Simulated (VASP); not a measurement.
# TaN (Pm-3m) in VASP: notebook

Aim: see how the results for TaN move with the level of theory and the settings. Levels: PBE0, PBEsol, PBE-based screened hybrid with 25 % exact exchange. Tasks: single point, relaxation of cell and atoms.

Everything below comes from runs of VASP 6.6.1. Logs are shortened: lines on timing, memory, paths and dates and some standing lists are left out, and cuts for length are marked.

### 1 The cell of the first run

It takes space group Pm-3m (No. 221, cubic). The conventional cell has a = 2.732 Å, b = 2.732 Å, c = 2.732 Å, α = 90.00°, β = 90.00°, γ = 90.00°. Within 3.1 Å of Ta (site symmetry m-3m) lie 8 N at 2.37 Å and 6 Ta at 2.73 Å. N (site symmetry m-3m) has 8 Ta at 2.37 Å and 6 N at 2.73 Å within 3.1 Å.

### 2 Single point, PBE0

POSCAR

```
TaN
1.0
    2.7323076900      0.0000000000      0.0000000000
    0.0000000000      2.7323076900      0.0000000000
    0.0000000000      0.0000000000      2.7323076900
Ta N
1 1
Direct
    0.0000000000      0.0000000000      0.0000000000
    0.5000000000      0.5000000000      0.5000000000
```

INCAR.step1

```
SYSTEM = TaN
  ALGO = All
  EDIFF = 1E-5
  ENCUT = 640
  GGA = PE
  GGA_COMPAT = .False.
  ISEARCH = 1
  ISIF = 2
  ISMEAR = -1
  KPAR = 4
  LASPH = .True.
  LCHARG = .False.
  LREAL = .False.
  LWAVE = .True.
  NBANDS = 15
  NELM = 300
  PREC = Accurate
  SIGMA = 0.05
```

INCAR.step2

```
SYSTEM = TaN
  AEXX = 0.25
  ALGO = All
  EDIFF = 1E-6
  ENCUT = 640
  GGA = PE
  GGA_COMPAT = .False.
  ISEARCH = 1
  ISIF = 2
  ISMEAR = -1
  ISTART = 1
  KPAR = 4
  LASPH = .True.
  LCHARG = .False.
  LHFCALC = .True.
  LREAL = .False.
  LWAVE = .False.
  NBANDS = 15
  NELM = 300
  PREC = Accurate
  PRECFOCK = Normal
  SIGMA = 0.05
```

KPOINTS

```
k-points
0
Gamma
  5 5 5
  0 0 0
```

Potentials or basis: VASP PAW PBE potentials, release 64 (Ta_pv, N).

The run is started by

```bash
cat potpaw_PBE.64/Ta_pv/POTCAR potpaw_PBE.64/N/POTCAR > POTCAR
cp INCAR.step1 INCAR
mpirun -np 4 vasp_std > vasp.out
cp INCAR.step2 INCAR
mpirun -np 4 vasp_std > vasp.out
```

OUTCAR:

```text
SYSTEM = TaN
   AEXX = 0.25
   EDIFF = 1E-6
   ENCUT = 640
   GGA = PE
   ISIF = 2
   ISMEAR = -1
   ISTART = 1
   LASPH = .True.
   LHFCALC = .True.
   LREAL = .False.
   NELM = 300
   PREC = Accurate
   PRECFOCK = Normal

 ion  position               nearest neighbor table
   1  0.000  0.000  0.000-   2 2.37   2 2.37   2 2.37   2 2.37   2 2.37   2 2.37   2 2.37   2 2.37

   2  0.500  0.500  0.500-   1 2.37   1 2.37   1 2.37   1 2.37   1 2.37   1 2.37   1 2.37   1 2.37

  LATTYP: Found a simple cubic cell.
 ALAT       =     2.7323076900

  Lattice vectors:

 A1 = (   2.7323076900,   0.0000000000,   0.0000000000)
 A2 = (   0.0000000000,   2.7323076900,   0.0000000000)
 A3 = (   0.0000000000,   0.0000000000,   2.7323076900)

Analysis of symmetry for initial positions (statically):
=====================================================================
 Subroutine PRICEL returns:
 Original cell was already a primitive cell.

 Routine SETGRP: Setting up the symmetry group for a
 simple cubic supercell.

 Subroutine GETGRP returns: Found 48 space group operations
 (whereof 48 operations were pure point group operations)
 out of a pool of 48 trial point group operations.

The static configuration has the point symmetry O_h .

Analysis of symmetry for dynamics (positions and initial velocities):
=====================================================================
 Subroutine PRICEL returns:
 Original cell was already a primitive cell.

 Routine SETGRP: Setting up the symmetry group for a
 simple cubic supercell.

 Subroutine GETGRP returns: Found 48 space group operations
 (whereof 48 operations were pure point group operations)
 out of a pool of 48 trial point group operations.

The dynamic configuration has the point symmetry O_h .

 Subroutine INISYM returns: Found 48 space group operations
 (whereof 48 operations are pure point group operations),
 and found     1 'primitive' translations

----------------------------------------------------------------------------------------

                                     Primitive cell

  volume of cell :      20.3981

  direct lattice vectors                    reciprocal lattice vectors
     2.732307690  0.000000000  0.000000000     0.365990991  0.000000000  0.000000000
     0.000000000  2.732307690  0.000000000     0.000000000  0.365990991  0.000000000
     0.000000000  0.000000000  2.732307690     0.000000000  0.000000000  0.365990991

  length of vectors
     2.732307690  2.732307690  2.732307690     0.365990991  0.365990991  0.365990991

  position of ions in fractional coordinates (direct lattice)
     0.000000000  0.000000000  0.000000000
     0.500000000  0.500000000  0.500000000

  ion indices of the primitive-cell ions
   primitive index   ion index
                 1           1
                 2           2

----------------------------------------------------------------------------------------

 KPOINTS: k-points

Automatic generation of k-mesh.
 Grid dimensions read from file:
 generate k-points for:    5    5    5

 Generating k-lattice:

  Cartesian coordinates                     Fractional coordinates (reciprocal lattice)
     0.073198198  0.000000000  0.000000000     0.200000000  0.000000000  0.000000000
     0.000000000  0.073198198  0.000000000     0.000000000  0.200000000  0.000000000
     0.000000000  0.000000000  0.073198198     0.000000000  0.000000000  0.200000000

  Length of vectors
     0.073198198  0.073198198  0.073198198

  Shift w.r.t. Gamma in fractional coordinates (k-lattice)
     0.000000000  0.000000000  0.000000000

 Subroutine IBZKPT returns following result:
 ===========================================

 Found     10 irreducible k-points:

 Following reciprocal coordinates:
            Coordinates               Weight
  0.000000  0.000000  0.000000      1.000000
  0.200000  0.000000  0.000000      6.000000
  0.400000  0.000000  0.000000      6.000000
  0.200000  0.200000  0.000000     12.000000
  0.400000  0.200000  0.000000     24.000000
  0.400000  0.400000  0.000000     12.000000
  0.200000  0.200000  0.200000      8.000000
  0.400000  0.200000  0.200000     24.000000
  0.400000  0.400000  0.200000     24.000000
  0.400000  0.400000  0.400000      8.000000
   k-points           NKPTS =     10   k-points in BZ     NKDIM =    125   number of bands    NBANDS=     15
   number of dos      NEDOS =    301   number of ions     NIONS =      2
   total plane-waves  NPLWV =  13824
   dimension x,y,z NGX =    24 NGY =   24 NGZ =   24
   dimension x,y,z NGXF=    48 NGYF=   48 NGZF=   48
   ions per type =               1   1
   NGX,Y,Z   is equivalent  to a cutoff of  14.60, 14.60, 14.60 a.u.
   NGXF,Y,Z  is equivalent  to a cutoff of  29.21, 29.21, 29.21 a.u.
 SYSTEM =  TaN
   PREC   = accura    normal or accurate (medium, high low for compatibility)
   ISTART =      1    job   : 0-new  1-cont  2-samecut
   ICHARG =      0    charge: 1-file 2-atom 10-const
   ISPIN  =      1    spin polarized calculation?
   LNONCOLLINEAR =      F non collinear calculations
   LSORBIT =      F    spin-orbit coupling
   LASPH  =      T    aspherical Exc in radial PAW
   ENCUT  =  640.0 eV  47.04 Ry    6.86 a.u.   5.64  5.64  5.64*2*pi/ulx,y,z
   NELM   =    300;   NELMIN=  2; NELMDL=  0     # of ELM steps
   EDIFF  = 0.1E-05   stopping-criterion for ELM
   LREAL  =      F    real-space projection
   EDIFFG = 0.1E-04   stopping-criterion for IOM
   NSW    =      0    number of steps for IOM
   IBRION =     -1    ionic relax: 0-MD 1-quasi-New 2-CG
   NFREE  =      0    steps in history (QN), initial steepest desc. (CG)
   ISIF   =      2    stress and relaxation
   ISYM   =      3    0-nonsym 1-usesym 2-fastsym
   POTIM  = 0.5000    time-step for ionic-motion
   TEBEG  =    0.0;   TEEND  =   0.0 temperature during run
   PSTRESS=    0.0 pullay stress
   NELECT =      16.0000    total number of electrons
   NUPDOWN=      -1.0000    fix difference up-down
   EMIN   =  10.00;   EMAX   =-10.00  energy-range for DOS
   EFERMI =   0.00;   METHOD = LEGACY
   ISMEAR =    -1;   SIGMA  =   0.05  broadening in eV -4-tet -1-fermi 0-gaus
   EFERMI_NEDOS =   21; number of points for ismear=-14 and -15
   IALGO  =     58    algorithm
   IMIX   =      4    mixing-type and parameters
     AMIX     =   0.40;   BMIX     =  1.00
     AMIX_MAG =   1.60;   BMIX_MAG =  1.00
  volume/ion in A,a.u.               =      10.20        68.83
  Fermi-wavevector in a.u.,A,eV,Ry     =   1.509797  2.853103 31.014303  2.279487
  Thomas-Fermi vector in A             =   2.620072
   LORBIT       =      0    0 simple, 1 ext, 2 COOP (PROOUT), +10 PAW based schemes
   GGA     = PE    functional components
   LHFCALC =     T    Hartree Fock is set to
   PRECFOCK=normal    Normal, Fast or Accurate (Low or Medium for compatibility)
   ENCUT4O =  -1.0   cutoff for four orbital integrals eV
   NKREDX  =     1    reduce k-point grid by
   NKREDY  =     1    reduce k-point grid by
   NKREDZ  =     1    reduce k-point grid by
   AEXX    =    0.2500 exact exchange contribution
   HFSCREEN=    0.0000 screening length (either q_TF or 0.3 A-1)
   HFSCREENC=   0.0000 screening length for correlation (either q_TF or 0.3 A-1)
   ENCUTFOCK=  -1.0 apply spherical cutoff to Coloumb kernel
   IVDW    =     0    specifies the selected vdW correction
   LEPSILON=     F    determine dielectric tensor
   LRPA    =     F    only Hartree local field effects (RPA)
 non-spin polarized calculation
  energy-cutoff  :      640.00
  volume of cell :       20.40
 maximum number of plane-waves:       772
 NGX is ok and might be reduce to    24
  NGX = 18; NGY = 18; NGZ = 18
   NGX = 11   NGY = 11   NGZ = 11

 number of electron      15.9999999 magnetization

 Free energy of the ion-electron system (eV)
  ---------------------------------------------------
  ext. energy  EPLUGINS =         0.00000000
  ---------------------------------------------------
  free energy    TOTEN  =       -26.40897612 eV

  energy without entropy =      -26.40654819  energy(sigma->0) =      -26.40776216

 E-fermi :   8.2057     XC(G=0): -10.7716

 val. band max:        7.7206463808   @ k =   0.2000   0.2000   0.2000
 cond. band min:       8.3612921374   @ k =   0.2000   0.2000   0.2000
 fundamental gap:      0.6406457566
 Fermi energy:         8.2057105972

 k-point     1 :       0.0000    0.0000    0.0000
  band No.  band energies     occupation
      1     -28.6903      2.00000
      2     -28.6412      2.00000
      3     -28.6376      2.00000
      4     -11.7462      2.00000
      5       3.3602      2.00000
      6       3.3927      2.00000
      7       5.6328      2.00000
      8       5.6377      2.00000
      9       5.6508      2.00000
     10      12.9823      0.00000
     11      14.6482      0.00000
     12      14.6508      0.00000
     13      14.6933      0.00000
     14      24.6251      0.00000
     15      28.6000      0.00000

 k-point     2 :       0.2000    0.0000    0.0000
  band No.  band energies     occupation
      1     -29.1938      2.00000
      2     -28.6389      2.00000
      3     -28.5876      2.00000
      4     -10.8869      2.00000
      5       1.4494      2.00000
      6       3.7766      2.00000
      7       4.8711      2.00000
      8       4.8788      2.00000
      9       7.4134      2.00000
     10      14.8863      0.00000
     11      15.0908      0.00000
     12      15.1076      0.00000
     13      15.1445      0.00000
     14      24.2806      0.00000
     15      24.6254      0.00000

 k-point     3 :       0.4000    0.0000    0.0000
  band No.  band energies     occupation
      1     -30.0055      2.00000
      2     -28.5568      2.00000
      3     -28.5038      2.00000
      4      -9.1587      2.00000
      5      -1.8390      2.00000
      6       3.7446      2.00000
      7       3.7459      2.00000
      8       4.4691      2.00000
      9      13.1325      0.00000
     10      15.2961      0.00000
     11      16.0035      0.00000
     12      16.0328      0.00000
     13      17.9956      0.00000
     14      20.5786      0.00000
     15      24.8601      0.00000

 k-point     4 :       0.2000    0.2000    0.0000
  band No.  band energies     occupation
      1     -29.1642      2.00000
      2     -29.0873      2.00000
      3     -28.5925      2.00000
      4     -10.2679      2.00000
      5       1.1879      2.00000
      6       2.6347      2.00000
      7       4.7520      2.00000
      8       5.6018      2.00000
      9       9.4562      0.00000
     10      13.2037      0.00000
     11      13.2264      0.00000
     12      16.1036      0.00000
     13      17.6257      0.00000
     14      24.6261      0.00000
     15      25.2523      0.00000
[... 55 lines left out ...]
 k-point     8 :       0.4000    0.2000    0.2000
  band No.  band energies     occupation
      1     -29.8349      2.00000
      2     -29.0242      2.00000
      3     -28.9436      2.00000
      4      -9.0641      2.00000
      5      -0.0972      2.00000
      6       1.5423      2.00000
      7       4.2459      2.00000
      8       7.1058      2.00000
      9      11.0092      0.00000
     10      12.2186      0.00000
     11      14.8866      0.00000
     12      16.1746      0.00000
     13      18.9212      0.00000
     14      24.9727      0.00000
     15      25.6449      0.00000

 k-point     9 :       0.4000    0.4000    0.2000
  band No.  band energies     occupation
      1     -29.7077      2.00000
      2     -29.6822      2.00000
      3     -28.9190      2.00000
      4      -8.9148      2.00000
      5       0.3414      2.00000
      6       0.8184      2.00000
      7       3.4087      2.00000
      8       7.5909      1.99999
      9      11.9180      0.00000
     10      12.4933      0.00000
     11      15.2487      0.00000
     12      16.0109      0.00000
     13      19.9431      0.00000
     14      24.9056      0.00000
     15      25.1518      0.00000

 k-point    10 :       0.4000    0.4000    0.4000
  band No.  band energies     occupation
      1     -29.6290      2.00000
      2     -29.5756      2.00000
      3     -29.5587      2.00000
      4      -8.0274      2.00000
      5      -0.7917      2.00000
      6      -0.7716      2.00000
      7       0.5222      2.00000
      8      13.5820      0.00000
      9      13.8923      0.00000
     10      13.9137      0.00000
     11      16.8844      0.00000
     12      16.8981      0.00000
     13      19.2340      0.00000
     14      22.8590      0.00000
     15      22.8969      0.00000

------------------------ aborting loop because EDIFF is reached ----------------------------------------

  FORCE on cell =-STRESS in cart. coord.  units (eV):
  Direction    XX          YY          ZZ          XY          YZ          ZX
  --------------------------------------------------------------------------------------
  -------------------------------------------------------------------------------------
  Total       -0.1618238     -0.1618238     -0.1618238     -0.0000000     -0.0000000      0.0000000
  in kB      -12.7105434    -12.7105434    -12.7105434     -0.0000000     -0.0000000      0.0000000
  external PRESSURE =     -12.7105434 kB  Pullay stress =       0.0000000 kB

 VOLUME and BASIS-vectors are now :
 -----------------------------------------------------------------------------
  energy-cutoff  :      640.00
  volume of cell :       20.40
      direct lattice vectors                 reciprocal lattice vectors
     2.732307690  0.000000000  0.000000000     0.365990991  0.000000000  0.000000000
     0.000000000  2.732307690  0.000000000     0.000000000  0.365990991  0.000000000
     0.000000000  0.000000000  2.732307690     0.000000000  0.000000000  0.365990991

 POSITION                                       TOTAL-FORCE (eV/Angst)
 -----------------------------------------------------------------------------------
      0.00000      0.00000      0.00000         0.000000      0.000000      0.000000
      1.36615      1.36615      1.36615         0.000000      0.000000      0.000000
 -----------------------------------------------------------------------------------
    total drift:                                0.000000      0.000000      0.000000

  FREE ENERGIE OF THE ION-ELECTRON SYSTEM (eV)
  ---------------------------------------------------
  free  energy   TOTEN  =       -26.4089761218 eV

  energy  without entropy=      -26.4065481967  energy(sigma->0) =      -26.40776216
```

Run time: 18 min. Hardware: 4 MPI ranks of Intel Xeon Platinum 8488C (Sapphire Rapids), shared host; peak memory 0.15 GiB.

Results:

- Free energy: -26.4090 eV
- Pressure: -1.3 GPa
- Band gap on the k mesh: zero (bands 8 and 9 overlap by 7.93 eV)

Caveat: the k points lie up to 0.46 Å⁻¹ apart, too coarse for converged energies and pressures of a metal; the PAW data sets were made with another functional, which shifts forces and pressure a little; spin-orbit coupling is left out, which moves the levels of the heavy elements.

### 3 Single point, PBEsol, non-collinear spin, zero start, spin-orbit coupling

INCAR

```
PREC = Accurate
ENCUT = 700
EDIFF = 1E-6
ISMEAR = -1
SIGMA = 0.05
LREAL = F
LASPH = T
NELM = 200
ALGO = Normal
ISIF = 2
LWAVE = F
LCHARG = F
MAGMOM = 0 0 0 0 0 0
LORBIT = 11
LSORBIT = T
GGA_COMPAT = F
LORBMOM = T
LMAXMIX = 4
GGA = PS
NBANDS = 30
```

KPOINTS

```
regular mesh
0
Gamma
  10 10 10
```

POSCAR is that of step 2.

Potentials or basis: VASP PAW PBE potentials, release 64 (Ta_sv_GW, N).

The run is started by

```bash
cat potpaw_PBE.64/Ta_sv_GW/POTCAR potpaw_PBE.64/N/POTCAR > POTCAR
mpirun -np 1 vasp_ncl > vasp.out
```

Wall time 2 min (1 thread of AMD EPYC 7R43 (Zen 3), shared host); peak memory 0.22 GiB.

Results (log left out):

* Free energy: -26.2324 eV
* Pressure: -4.6 GPa
* Net moment: 0.00 μB per cell
* Valence electrons inside the program's atomic spheres: Ta 11.90; N 3.64

Moments on the atoms (μB; x, y, z):
```
Ta  0.00 0.00 0.00
N   0.00 0.00 0.00
```

Caveat: the cell stands under tension; the PAW data sets were made with another functional, which shifts forces and pressure a little.

(Continued in part 2 of 2.)

The gap in the log of VASP goes by the Fermi energy; the results here count the filled bands.